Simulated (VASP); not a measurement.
# WC (P1) in VASP: further runs

Runs on WC. Level: PBE. Tasks: single point.

Program: VASP 6.6.1. These are calculated values, not measurements. Logs are shortened: lines on timing, memory, paths and dates and some standing lists are left out, and cuts for length are marked.

## (1) The cell of the first run

The typed cell holds 16 atoms: a = 6.004 Å, b = 5.200 Å, c = 5.890 Å, α = 90.00°, β = 90.00°, γ = 90.00°.

## (2) Single point, PBE

File INCAR:

```
PREC = Accurate
ENCUT = 520
EDIFF = 1E-6
ISMEAR = -1
SIGMA = 0.36
LREAL = Auto
LASPH = True
NELM = 100
ALGO = Normal
ISIF = 2
LWAVE = False
LCHARG = False
GGA = PE
NBANDS = 86
```

File KPOINTS:

```
Automatic mesh
0
Gamma
  2 2 2
```

File POSCAR:

```
WC
1.0
   -3.0020810000     -5.1997570000      0.0000000000
    4.5031220000     -2.5998780000      0.0000000000
    0.0000000000      0.0000000000      5.8899640000
W C
8 8
Direct
    0.7895114854      0.4634956436     -0.0115959962
    0.7933900334      0.5012791447      0.4730589185
    0.5429628439     -0.0444539506      0.0113752818
    0.5648125542     -0.0576904118      0.5209539481
    0.2612933356      0.4627286932     -0.0329034269
    0.2854876690      0.4463030553      0.4301724085
    0.0687087014     -0.0163732879     -0.0009168138
    0.0404111363     -0.0678601414      0.5119216348
    0.5289254677      0.6332666752      0.2197296961
    0.5110037156      0.5921834997      0.7617194265
    0.3797125221      0.1650028021      0.2223782692
    0.3125566429      0.1242294477      0.7021774666
    0.0577323636      0.6218390779      0.2222424449
    0.0460406261      0.6226830383      0.7406666662
    0.7649920150      0.1838653257      0.2524972988
    0.8025578286      0.1279653557      0.7946058754
```

Potentials or basis: VASP PAW PBE potentials, release 64 (W_sv, C).

Command:

```
$ cat potpaw_PBE.64/W_sv/POTCAR potpaw_PBE.64/C/POTCAR > POTCAR
$ mpirun -np 1 vasp_std > vasp.out
```

OUTCAR:

```text
PREC = Accurate
   ENCUT = 520
   EDIFF = 1E-6
   ISMEAR = -1
   LREAL = Auto
   LASPH = True
   NELM = 100
   ISIF = 2
   GGA = PE

 ion  position               nearest neighbor table
   1  0.790  0.463  0.988-  16 2.09  15 2.13  10 2.24   9 2.25  13 2.27  14 2.28   5 2.84   2 2.86
                             3 2.96   7 3.01   3 3.03   2 3.04   5 3.17   7 3.18
   2  0.793  0.501  0.473-  15 2.11  13 2.26  14 2.28   9 2.28  10 2.45   4 2.69   8 2.70  16 2.71
                             1 2.86   6 2.98   1 3.04   6 3.07   4 3.23   8 3.32
   3  0.543  0.956  0.011-  11 1.92   9 2.08  16 2.21  15 2.28  10 2.40  12 2.45   7 2.85   4 2.89
                             1 2.96   4 3.01   1 3.03   5 3.08   5 3.14   7 3.16
   4  0.565  0.942  0.521-  12 2.08  10 2.33  15 2.35  16 2.36  11 2.38   9 2.40   2 2.69   8 2.86
                             3 2.89   3 3.01   6 3.12   8 3.15   6 3.16   2 3.23
   5  0.261  0.463  0.967-  14 2.03  10 2.04  13 2.11  11 2.27   9 2.36  12 2.37   6 2.73   7 2.75
                             1 2.84   7 2.95   3 3.08   3 3.14   6 3.17   1 3.17
   6  0.285  0.446  0.430-  11 1.99  13 2.05   9 2.15  12 2.32  10 2.49  14 2.50   5 2.73   8 2.96
                             2 2.98   2 3.07   8 3.09   4 3.12   4 3.16   5 3.17
   7  0.069  0.984  0.999-  16 2.14  13 2.30  12 2.40  14 2.42  11 2.47  15 2.58   5 2.75   3 2.85
                             8 2.89   5 2.95   1 3.01   8 3.04   3 3.16   1 3.18
   8  0.040  0.932  0.512-  14 2.10  12 2.22  13 2.35  16 2.42  15 2.60   2 2.70   4 2.86   7 2.89
                             6 2.96   7 3.04   6 3.09   4 3.15   2 3.32
   9  0.529  0.633  0.220-   3 2.08   6 2.15   1 2.25   2 2.28   5 2.36   4 2.40
  10  0.511  0.592  0.762-   5 2.04   1 2.24   4 2.33   3 2.40   2 2.45   6 2.49
  11  0.380  0.165  0.222-   3 1.92   6 1.99   5 2.27   4 2.38   7 2.47
  12  0.313  0.124  0.702-   4 2.08   8 2.22   6 2.32   5 2.37   7 2.40   3 2.45
  13  0.058  0.622  0.222-   6 2.05   5 2.11   2 2.26   1 2.27   7 2.30   8 2.35
  14  0.046  0.623  0.741-   5 2.03   8 2.10   2 2.28   1 2.28   7 2.42   6 2.50
  15  0.765  0.184  0.252-   2 2.11   1 2.13   3 2.28   4 2.35   7 2.58   8 2.60
  16  0.803  0.128  0.795-   1 2.09   7 2.14   3 2.21   4 2.36   8 2.42   2 2.71

  LATTYP: Found a simple orthorhombic cell.
 ALAT       =     5.1997570483
 B/A-ratio  =     1.1327383078
 C/A-ratio  =     1.1547005177

  Lattice vectors:

 A1 = (   4.5031220000,  -2.5998780000,   0.0000000000)
 A2 = (   0.0000000000,   0.0000000000,   5.8899640000)
 A3 = (  -3.0020810000,  -5.1997570000,   0.0000000000)

Analysis of symmetry for initial positions (statically):
=====================================================================
 Subroutine PRICEL returns:
 Original cell was already a primitive cell.

 Routine SETGRP: Setting up the symmetry group for a
[... 141 lines left out ...]
   PSTRESS=    0.0 pullay stress
   NELECT =     144.0000    total number of electrons
   NUPDOWN=      -1.0000    fix difference up-down
   EMIN   =  10.00;   EMAX   =-10.00  energy-range for DOS
   EFERMI =   0.00;   METHOD = LEGACY
   ISMEAR =    -1;   SIGMA  =   0.36  broadening in eV -4-tet -1-fermi 0-gaus
   EFERMI_NEDOS =   21; number of points for ismear=-14 and -15
   IALGO  =     38    algorithm
   IMIX   =      4    mixing-type and parameters
     AMIX     =   0.40;   BMIX     =  1.00
     AMIX_MAG =   1.60;   BMIX_MAG =  1.00
  volume/ion in A,a.u.               =      11.49        77.56
  Fermi-wavevector in a.u.,A,eV,Ry     =   1.508967  2.851533 30.980196  2.276980
  Thomas-Fermi vector in A             =   2.619351
   LORBIT       =      0    0 simple, 1 ext, 2 COOP (PROOUT), +10 PAW based schemes
   GGA     = PE    functional components
   LHFCALC =     F    Hartree Fock is set to
   AEXX    =    0.0000 exact exchange contribution
   IVDW    =     0    specifies the selected vdW correction
   LEPSILON=     F    determine dielectric tensor
   LRPA    =     F    only Hartree local field effects (RPA)
 non-spin polarized calculation
  energy-cutoff  :      520.00
  volume of cell :      183.89
 maximum number of plane-waves:      4992
 NGX is ok and might be reduce to    48
   NGX = 23   NGY = 19   NGZ = 21

 number of electron     144.0000005 magnetization

 Free energy of the ion-electron system (eV)
  ---------------------------------------------------
  ext. energy  EPLUGINS =         0.00000000
  ---------------------------------------------------
  free energy    TOTEN  =      -171.63878150 eV

  energy without entropy =     -169.01476295  energy(sigma->0) =     -170.32677222

 E-fermi :  10.1150     XC(G=0): -13.1880

 val. band max:       10.0836218422   @ k =   0.0000   0.0000   0.0000
 cond. band min:      10.1703203140   @ k =   0.0000   0.0000   0.0000
 fundamental gap:      0.0866984718
 Fermi energy:        10.1150080162

 k-point     1 :       0.0000    0.0000    0.0000
  band No.  band energies     occupation
      1     -64.4736      2.00000
      2     -64.3267      2.00000
      3     -64.2977      2.00000
      4     -64.2856      2.00000
      5     -64.2603      2.00000
      6     -64.2225      2.00000
[... 685 lines left out ...]
     83      12.9891      0.00068
     84      13.1545      0.00043
 [bands above 84 left out]

------------------------ aborting loop because EDIFF is reached ----------------------------------------

  FORCE on cell =-STRESS in cart. coord.  units (eV):
  Direction    XX          YY          ZZ          XY          YZ          ZX
  --------------------------------------------------------------------------------------
  -------------------------------------------------------------------------------------
  Total       -2.1501720    -11.6812131    -15.4962568      1.4829122      3.8889926      1.4266207
  in kB      -18.7342231   -101.7771826   -135.0172570     12.9204579     33.8843838     12.4299966
  external PRESSURE =     -85.1762209 kB  Pullay stress =       0.0000000 kB

 VOLUME and BASIS-vectors are now :
 -----------------------------------------------------------------------------
  energy-cutoff  :      520.00
  volume of cell :      183.89
      direct lattice vectors                 reciprocal lattice vectors
    -3.002081000 -5.199757000  0.000000000    -0.083275549 -0.144237520  0.000000000
     4.503122000 -2.599878000  0.000000000     0.166551130 -0.096158336  0.000000000
     0.000000000  0.000000000  5.889964000     0.000000000  0.000000000  0.169780325

 POSITION                                       TOTAL-FORCE (eV/Angst)
 -----------------------------------------------------------------------------------
     -0.28300     -5.31030      5.82166         0.616562      0.004265     -0.215764
     -0.12450     -5.42870      2.78630        -2.369202      2.167267      1.936873
      2.67292     -5.30758      0.06700        -0.777159     -1.906486     -2.971408
      2.54772     -5.38678      3.06840         2.145091     -0.192653     -2.487545
      1.29930     -2.56170      5.69616        -2.102082     -2.737407      0.291196
      1.15270     -2.64480      2.53370        -0.485695     -1.032914      5.792169
[... 8 lines left out ...]
     -1.46860     -4.45580      1.48720        -3.470810     -0.046758      0.140560
     -1.83310     -4.50580      4.68020        -0.978579      0.886410     -2.377591
 -----------------------------------------------------------------------------------
    total drift:                                0.008933      0.012957      0.006336

  FREE ENERGIE OF THE ION-ELECTRON SYSTEM (eV)
  ---------------------------------------------------
  free  energy   TOTEN  =      -171.6387814962 eV

  energy  without entropy=     -169.0147629464  energy(sigma->0) =     -170.32677222
```

stdout:

```text
POSCAR found type information on POSCAR W C
 POSCAR found :  2 types and      16 ions
 scaLAPACK will be used
 LDA part: xc-table for (Slater+PW92), standard interpolation
 POSCAR, INCAR and KPOINTS ok, starting setup
 FFT: planning ... GRIDC
 FFT: planning ... GRID_SOFT
 FFT: planning ... GRID
 WAVECAR not read
 entering main loop
```

It took 2.1 min on 1 thread of Intel Xeon 6975P-C (Granite Rapids), shared host; peak memory 0.32 GiB.

Results:

```
Free energy            : -171.6388 eV
Pressure               : -8.5 GPa
Largest force          : 5.904 eV/Å
Band gap on the k mesh : zero (bands 72 and 73 overlap by 0.20 eV)
```

Forces on the atoms (eV/Å):
```
W    0.617  0.004 -0.216
W   -2.369  2.167  1.937
W   -0.777 -1.906 -2.971
W    2.145 -0.193 -2.488
W   -2.102 -2.737  0.291
W   -0.486 -1.033  5.792
W   -0.278  2.136 -0.238
W    2.143 -1.960 -1.488
C   -0.417 -1.173  1.179
C    0.352 -3.022 -2.351
C    1.254  3.583  1.041
C    0.443  1.808  1.919
C    2.691  0.614  0.648
C    1.236  0.872 -0.819
C   -3.471 -0.047  0.141
C   -0.979  0.886 -2.378
```

Caveat: the k points lie up to 0.60 Å⁻¹ apart; the atoms stand as in a frame of molecular dynamics; so wide a smearing shifts energies and pressures; spin-orbit coupling is left out, which moves the levels of the heavy elements; forces of over 1 eV/Å act on the atoms, so gaps and moduli don't describe the material at rest.

## (3) Single point, PBE

File INCAR:

```
PREC     = Accurate       # precision mode
ENCUT    = 520            # plane-wave cutoff, eV
EDIFF    = 1E-6           # SCF threshold, eV
ISMEAR   = -1             # smearing method
SIGMA    = 0.36           # smearing width, eV
LREAL    = Auto         
LASPH    = T              # aspherical terms in the spheres
NELM     = 60             # most SCF steps
ALGO     = Normal         # electronic algorithm
ISIF     = 2              # what is computed and relaxed
LWAVE    = F              # write WAVECAR
LCHARG   = F              # write CHGCAR
GGA      = PE             # functional
NBANDS   = 86             # bands
```

File KPOINTS:

```
regular mesh
0
Gamma
  2 2 2
```

File POSCAR:

```
WC
1.0
   -3.0020810000     -5.1997570000      0.0000000000
    4.5031220000     -2.5998780000      0.0000000000
    0.0000000000      0.0000000000      5.8899640000
W C
8 8
Direct
    0.7796985831      0.4640820973      0.0005942311
    0.7761444040      0.4611130608      0.4968281640
    0.5600988592     -0.0331853893     -0.0062818720
    0.5716195936     -0.0416492555      0.5089504792
    0.3051938347      0.4494696374     -0.0398304642
    0.2984175325      0.4506370479      0.4913103034
    0.0302626654     -0.0397166737     -0.0211716065
    0.0275602991     -0.0230421805      0.4737889739
    0.5341757028      0.6148042909      0.2564701584
    0.5339710690      0.6684083622      0.7272879766
    0.3218642549      0.1089605310      0.1706462043
    0.3162449169      0.1438541653      0.7227208859
    0.0575665279      0.5935924853      0.2479811422
    0.0208202951      0.6673157450      0.7506837054
    0.7800748717      0.1377373189      0.2394072358
    0.8012744669      0.1318398331      0.7682559690
```

Potentials or basis: VASP PAW PBE potentials, release 64 (W_sv, C).

Command:

```
$ cat potpaw_PBE.64/W_sv/POTCAR potpaw_PBE.64/C/POTCAR > POTCAR
$ mpirun -np 1 vasp_std > vasp.out
```

Wall time 2.3 min (1 thread of Intel Xeon 6975P-C (Granite Rapids), shared host); peak memory 0.33 GiB.

It converged, with:

* Free energy: -174.3516 eV
* Pressure: -14.1 GPa
* Largest force: 5.579 eV/Å
* Band gap on the k mesh: zero (bands 72 and 73 overlap by 0.22 eV)

Forces in eV/Å, atoms in the order of the input:
```
W   -0.327 -1.735 -0.373
W   -0.663 -2.244 -0.261
W   -1.384  1.250 -1.420
W    2.842  1.787 -3.049
W    2.128  0.354  3.061
W    2.056 -0.251 -1.683
W   -1.019 -2.571  1.819
W   -2.415 -1.136  1.162
C   -0.284 -0.914 -0.855
C   -3.114  1.530  1.549
C    3.111  2.318  4.009
C   -0.250  1.430  0.058
C    1.658  0.559 -0.509
C   -2.414  0.551 -1.364
C   -1.367 -0.827  0.281
C    1.443 -0.102 -2.424
```

Stress tensor (GPa, compression positive):
```
-10.03   0.76  -0.12
  0.76 -13.10   1.87
 -0.12   1.87 -19.03
```

Levels at points of the mesh, in eV from the Fermi level:
| k point | band 69 | band 70 | band 71 | band 72 | band 73 | band 74 | band 75 | band 76 |
| --- | --- | --- | --- | --- | --- | --- | --- | --- |
| (0.00, 0.00, 0.00) | -0.94 | -0.61 | -0.36 | -0.17 | 0.17 | 0.70 | 0.79 | 1.29 |
| (0.50, 0.00, 0.00) | -1.05 | -0.70 | -0.40 | -0.14 | 0.20 | 0.59 | 0.77 | 1.08 |
| (0.00, 0.50, 0.00) | -0.84 | -0.83 | -0.30 | -0.01 | 0.60 | 1.24 | 1.45 | 1.57 |
| (0.50, 0.50, 0.00) | -1.58 | -1.45 | -1.06 | -0.72 | 0.79 | 1.16 | 1.20 | 1.47 |
| (0.00, 0.00, 0.50) | -1.28 | -0.98 | -0.38 | 0.05 | 0.25 | 0.42 | 0.65 | 0.87 |
| (0.50, 0.00, 0.50) | -1.30 | -0.96 | -0.85 | -0.78 | -0.18 | 0.33 | 0.48 | 0.86 |
| (0.00, 0.50, 0.50) | -1.30 | -1.17 | -1.07 | -0.80 | 0.49 | 0.71 | 0.84 | 1.05 |
| (0.50, 0.50, 0.50) | -1.45 | -1.38 | -1.16 | -0.92 | 0.60 | 0.71 | 0.89 | 1.01 |

Caveat: the k points lie up to 0.60 Å⁻¹ apart; the atoms stand as in a frame of molecular dynamics; so wide a smearing shifts energies and pressures; spin-orbit coupling is left out, which moves the levels of the heavy elements; forces of over 1 eV/Å act on the atoms, so gaps and moduli don't describe the material at rest.

## (4) Single point, PBE

File INCAR:

```
ALGO     = Normal         # electronic algorithm
EDIFF    = 1E-6           # SCF threshold, eV
ENCUT    = 520            # plane-wave cutoff, eV
GGA      = PE             # functional
ISIF     = 2              # what is computed and relaxed
ISMEAR   = -1             # smearing method
LASPH    = T              # aspherical terms in the spheres
LCHARG   = F              # write CHGCAR
LREAL    = Auto         
LWAVE    = F              # write WAVECAR
NBANDS   = 86             # bands
NELM     = 100            # most SCF steps
PREC     = Accurate       # precision mode
SIGMA    = 0.36           # smearing width, eV
```

File KPOINTS:

```
k-points
0
Gamma
  2 2 2
```

File POSCAR:

```
WC
1.0
   -3.0020810000     -5.1997570000      0.0000000000
    4.5031220000     -2.5998780000      0.0000000000
    0.0000000000      0.0000000000      5.8899640000
W C
8 8
Direct
    0.8185750363      0.4459858213     -0.0037351671
    0.8146936804      0.4223239830      0.4969639882
    0.5300808852     -0.0574610783     -0.0433279388
    0.4892113064      0.0028540128      0.4324135088
    0.3030819987      0.4715787647      0.0326148004
    0.2933957605      0.5036056847      0.5256059290
    0.0264560654     -0.0688359651     -0.0228354537
    0.0672678636     -0.0348772307      0.4768110637
    0.5475350438      0.6550887477      0.2779473695
    0.5563087422      0.6063091129      0.7352167178
    0.3164645507      0.1961866045      0.2518351555
    0.3166059164      0.1386319549      0.7382897417
    0.0593077342      0.6274195151      0.2874890237
    0.0588414979      0.6079664159      0.7902934551
    0.7861766206      0.1539966928      0.2480830104
    0.8208645059      0.1195840879      0.7026358735
```

Command:

```
$ cat potpaw_PBE.64/W_sv/POTCAR potpaw_PBE.64/C/POTCAR > POTCAR
$ mpirun -np 1 vasp_std > vasp.out
```

Run time: 2.4 min. Hardware: 1 thread of Intel Xeon 6975P-C (Granite Rapids), shared host; peak memory 0.32 GiB.

It converged, with:

- Free energy: -170.6538 eV
- Pressure: -2.4 GPa
- Largest force: 11.133 eV/Å
- Band gap on the k mesh: zero (bands 72 and 73 overlap by 0.05 eV)

Forces in eV/Å, atoms in the order of the input:
```
W    1.630  1.919 -0.089
W    4.987 -0.987 -0.113
W   -0.258 -2.134  0.569
W   -7.337 -5.212  6.554
W    0.792 -1.050 -4.439
W   -3.443  0.097 -0.731
W    2.252 -2.253  1.279
W    2.760  2.048  1.143
C   -0.863  0.533 -2.168
C    0.033 -0.969  2.541
C    1.608  3.570 -1.892
C    0.421  1.508  0.714
C    0.982  0.999 -2.705
C   -0.290  0.198 -1.995
C   -2.338  0.410 -1.905
C   -0.935  1.321  3.238
```

Stress tensor (GPa, compression positive):
```
 5.21 -1.10 -7.27
-1.10 -4.35  0.30
-7.27  0.30 -8.13
```

Levels at points of the mesh, in eV from the Fermi level:
| k point | band 70 | band 71 | band 72 | band 73 | band 74 | band 75 |
| --- | --- | --- | --- | --- | --- | --- |
| (0.00, 0.00, 0.00) | -0.63 | -0.45 | -0.24 | 0.04 | 0.18 | 0.56 |
| (0.50, 0.00, 0.00) | -0.62 | -0.49 | -0.09 | 0.27 | 0.48 | 0.61 |
| (0.00, 0.50, 0.00) | -0.64 | -0.28 | 0.08 | 0.81 | 1.02 | 1.13 |
| (0.50, 0.50, 0.00) | -1.14 | -0.64 | -0.55 | 0.41 | 0.65 | 1.08 |
| (0.00, 0.00, 0.50) | -0.68 | -0.42 | -0.04 | 0.30 | 0.60 | 0.74 |
| (0.50, 0.00, 0.50) | -0.83 | -0.70 | -0.30 | 0.03 | 0.17 | 0.50 |
| (0.00, 0.50, 0.50) | -0.91 | -0.72 | -0.57 | 0.37 | 0.67 | 0.98 |
| (0.50, 0.50, 0.50) | -1.21 | -0.74 | -0.32 | 0.15 | 0.59 | 0.94 |

Caveat: the k points lie up to 0.60 Å⁻¹ apart; the atoms stand as in a frame of molecular dynamics; so wide a smearing shifts energies and pressures; spin-orbit coupling is left out, which moves the levels of the heavy elements; forces of over 1 eV/Å act on the atoms, so gaps and moduli don't describe the material at rest.

## (5) Summary

```tsv
cell	gap on the mesh (eV)	pressure (GPa)	largest force (eV/Å)
as given, atomic positions A	none	-8.5	5.90
as given, atomic positions B	none	-14.1	5.58
as given, atomic positions C	none	-2.4	11.13
```

Alike in all rows: task single point; level PBE; potentials or basis VASP PAW PBE potentials, release 64 (W_sv, C); no spin polarisation; k mesh 2 × 2 × 2; cutoff (eV) 520; smearing fermi-dirac 0.36 eV.

Caveats: all runs use coarse meshes; the atoms stand as in a frame of molecular dynamics; so wide a smearing shifts energies and pressures; spin-orbit coupling is left out, which moves the levels of the heavy elements; forces of over 1 eV/Å act on the atoms, so gaps and moduli don't describe the material at rest.

Absolute energies hang on the potentials; compare differences alone.

The gap in the log of VASP goes by the Fermi energy; the results here count the filled bands.